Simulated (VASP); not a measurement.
# Bi (I4/mmm) in VASP: a series of runs, part 2 of 2

VASP 6.6.1. The steps go on from the part before.

### 4 Single point, LDA (strain -0.050 along x and y, -0.025 along z)

Contents of INCAR:

```
ALGO     = Normal         # electronic algorithm
EDIFF    = 1E-6           # SCF threshold, eV
ENCUT    = 520            # plane-wave cutoff, eV
ISIF     = 2              # what is computed and relaxed
ISMEAR   = 0              # smearing method
LASPH    = True           # aspherical terms in the spheres
LCHARG   = False          # write CHGCAR
LREAL    = False          # projectors in reciprocal space
LWAVE    = False          # write WAVECAR
NBANDS   = 14             # bands
NELM     = 80             # most SCF steps
PREC     = Accurate       # precision mode
SIGMA    = 0.05           # smearing width, eV
```

Contents of KPOINTS:

```
k-points
0
Gamma
  10 10 10
```

Contents of POSCAR:

```
Bi
1.0
   -4.0446079000      4.0446079000      1.3947999000
    4.0446079000     -4.0446079000      1.3947999000
    4.0446079000      4.0446079000     -1.3947999000
Bi
1
Direct
    0.0000000000      0.0000000000      0.0000000000
```

Potentials or basis: VASP PAW LDA potentials, release 64 (Bi_d).

Run with:

```bash
cat potpaw_LDA.64/Bi_d/POTCAR > POTCAR
mpirun -np 1 vasp_std > vasp.out
```

OUTCAR:

```text
EDIFF = 1E-6
   ENCUT = 520
   ISIF = 2
   ISMEAR = 0
   LASPH = True
   LREAL = False
   NELM = 80
   PREC = Accurate

 ion  position               nearest neighbor table
   1  0.000  0.000  0.000-

  LATTYP: Found a body centered tetragonal cell.
 ALAT       =     8.0892158000
 C/A-ratio  =     0.3448541699

  Lattice vectors:

 A1 = (  -4.0446079000,   4.0446079000,   1.3947999000)
 A2 = (   4.0446079000,  -4.0446079000,   1.3947999000)
 A3 = (   4.0446079000,   4.0446079000,  -1.3947999000)

Analysis of symmetry for initial positions (statically):
=====================================================================
 Subroutine PRICEL returns:
 Original cell was already a primitive cell.

 Routine SETGRP: Setting up the symmetry group for a
 body centered tetragonal supercell.

 Subroutine GETGRP returns: Found 16 space group operations
 (whereof 16 operations were pure point group operations)
 out of a pool of 16 trial point group operations.

The static configuration has the point symmetry D_4h.

Analysis of symmetry for dynamics (positions and initial velocities):
=====================================================================
 Subroutine PRICEL returns:
 Original cell was already a primitive cell.

 Routine SETGRP: Setting up the symmetry group for a
 body centered tetragonal supercell.

 Subroutine GETGRP returns: Found 16 space group operations
 (whereof 16 operations were pure point group operations)
 out of a pool of 16 trial point group operations.

The dynamic configuration has the point symmetry D_4h.

 Subroutine INISYM returns: Found 16 space group operations
 (whereof 16 operations are pure point group operations),
 and found     1 'primitive' translations

----------------------------------------------------------------------------------------

                                     Primitive cell

[... 115 lines left out ...]
   AEXX    =    0.0000 exact exchange contribution
   IVDW    =     0    specifies the selected vdW correction
   LEPSILON=     F    determine dielectric tensor
   LRPA    =     F    only Hartree local field effects (RPA)
 non-spin polarized calculation
 Gauss-broadening in eV      SIGMA  =   0.05
  energy-cutoff  :      520.00
  volume of cell :       91.27
 maximum number of plane-waves:      2476
 NGX is ok and might be reduce to    48
   NGX = 21   NGY = 21   NGZ = 21

 number of electron      15.0000004 magnetization

 Free energy of the ion-electron system (eV)
  ---------------------------------------------------
  ext. energy  EPLUGINS =         0.00000000
  ---------------------------------------------------
  free energy    TOTEN  =        -3.10276559 eV

  energy without entropy =       -3.10095751  energy(sigma->0) =       -3.10186155

 E-fermi :  -0.6276     XC(G=0):  -5.6351

 val. band max:       -0.6471293964   @ k =  -0.1000   0.4000   0.1000
 cond. band min:      -0.6059260649   @ k =  -0.1000   0.4000   0.1000
 fundamental gap:      0.0412033315
 Fermi energy:        -0.6275895681

 k-point     1 :       0.0000    0.0000    0.0000
  band No.  band energies     occupation
      1     -24.2554      2.00000
      2     -23.4346      2.00000
      3     -23.4345      2.00000
      4     -23.3375      2.00000
      5     -23.3375      2.00000
      6     -12.9078      2.00000
      7      -2.2950      2.00000
      8      -2.2950      2.00000
      9       1.8696      0.00000
     10       3.7681      0.00000
     11       6.8383      0.00000
     12       7.4102      0.00000
     13       7.4102      0.00000
     14       8.5579      0.00000
[... 377 lines left out ...]
      1     -23.6000      2.00000
      2     -23.6000      2.00000
      3     -23.5256      2.00000
      4     -23.4055      2.00000
      5     -23.4051      2.00000
      6     -11.0980      2.00000
      7      -0.8587      2.00000
      8      -0.5260      0.00407
      9      -0.4394      0.00000
     10       4.9948      0.00000
     11       5.6154      0.00000
     12       7.0476      0.00000
     13       8.5231      0.00000
     14       8.6944      0.00000

 [... further k-points ...]

------------------------ aborting loop because EDIFF is reached ----------------------------------------

  FORCE on cell =-STRESS in cart. coord.  units (eV):
  Direction    XX          YY          ZZ          XY          YZ          ZX
  --------------------------------------------------------------------------------------
  -------------------------------------------------------------------------------------
  Total       -0.3307006     -0.3307006     -0.6306820      0.0000000      0.0000000     -0.0000000
  in kB       -5.8052488     -5.8052488    -11.0712395      0.0000000      0.0000000     -0.0000000
  external PRESSURE =      -7.5605790 kB  Pullay stress =       0.0000000 kB

 VOLUME and BASIS-vectors are now :
 -----------------------------------------------------------------------------
  energy-cutoff  :      520.00
  volume of cell :       91.27
      direct lattice vectors                 reciprocal lattice vectors
    -4.044607900  4.044607900  1.394799900     0.000000000  0.123621377  0.358474359
     4.044607900 -4.044607900  1.394799900     0.123621377  0.000000000  0.358474359
     4.044607900  4.044607900 -1.394799900     0.123621377  0.123621377  0.000000000

 POSITION                                       TOTAL-FORCE (eV/Angst)
 -----------------------------------------------------------------------------------
      0.00000      0.00000      0.00000         0.000000     -0.000000      0.000000
 -----------------------------------------------------------------------------------
    total drift:                               -0.000000      0.000000      0.000000

  FREE ENERGIE OF THE ION-ELECTRON SYSTEM (eV)
  ---------------------------------------------------
  free  energy   TOTEN  =        -3.1027655882 eV

  energy  without entropy=       -3.1009575090  energy(sigma->0) =       -3.10186155
```

OSZICAR:

```text
N       E                     dE             d eps       ncg     rms          rms(c)
DAV:   1     0.109681497444E+03    0.10968E+03   -0.70113E+03  2856   0.883E+02
DAV:   2     0.377752015146E+01   -0.10590E+03   -0.10283E+03  3168   0.261E+02
DAV:   3    -0.292033945492E+01   -0.66979E+01   -0.66682E+01  3600   0.796E+01
DAV:   4    -0.310802439063E+01   -0.18768E+00   -0.18763E+00  3600   0.151E+01
DAV:   5    -0.311639305058E+01   -0.83687E-02   -0.83681E-02  4118   0.276E+00    0.551E-01
DAV:   6    -0.310622032978E+01    0.10173E-01   -0.10879E-02  3680   0.124E+00    0.278E-01
DAV:   7    -0.310281942438E+01    0.34009E-02   -0.76874E-03  3582   0.972E-01    0.594E-02
DAV:   8    -0.310276276602E+01    0.56658E-04   -0.60981E-04  3554   0.242E-01    0.218E-02
DAV:   9    -0.310276638267E+01   -0.36166E-05   -0.39683E-05  3978   0.697E-02    0.633E-03
DAV:  10    -0.310276558824E+01    0.79443E-06   -0.41337E-06  3332   0.235E-02
   1 F= -.31027656E+01 E0= -.31018615E+01  d E =-.180808E-02
```

stdout:

```text
POSCAR found type information on POSCAR Bi
 POSCAR found :  1 types and       1 ions
 scaLAPACK will be used
 LDA part: xc-table for (Slater(with rela. corr.)+CA(PZ))
 , standard interpolation
 POSCAR, INCAR and KPOINTS ok, starting setup
 FFT: planning ... GRIDC
 FFT: planning ... GRID_SOFT
 FFT: planning ... GRID
 WAVECAR not read
 entering main loop
```

Wall time 4 min (1 thread of Intel Xeon 8259CL, shared host); peak memory 0.31 GiB.

Results:

```
Free energy            : -3.1028 eV
Pressure               : -0.8 GPa
Band gap on the k mesh : zero (an odd number of electrons rules out a gap without spin polarisation)
```

Caveat: the cell differs from its parent crystal (strain -0.050 along x and y, -0.025 along z); spin-orbit coupling is left out, which moves the levels of the heavy elements.

### 5 The runs side by side

```csv
cell,gap on the mesh (eV),pressure (GPa)
"a = 6.498 Å, angles 93.1, 93.1, 153.3°, 1 atom",none,-0.8
"a = 5.879 Å, angles 93.1, 93.1, 153.3°, 1 atom",none,0.4
"a = 5.888 Å, angles 93.2, 93.2, 152.6°, 1 atom",none,-0.8
```

Alike in all rows: task single point; level LDA; potentials or basis VASP PAW LDA potentials, release 64 (Bi_d); no spin polarisation; k mesh 10 × 10 × 10; cutoff (eV) 520; smearing gaussian 0.05 eV.

Caveats: spin-orbit coupling is left out, which moves the levels of the heavy elements.

Total energies depend on the potentials used, so only differences within one code and one set of settings carry meaning.

The gap in the log of VASP goes by the Fermi energy; the results here count the filled bands.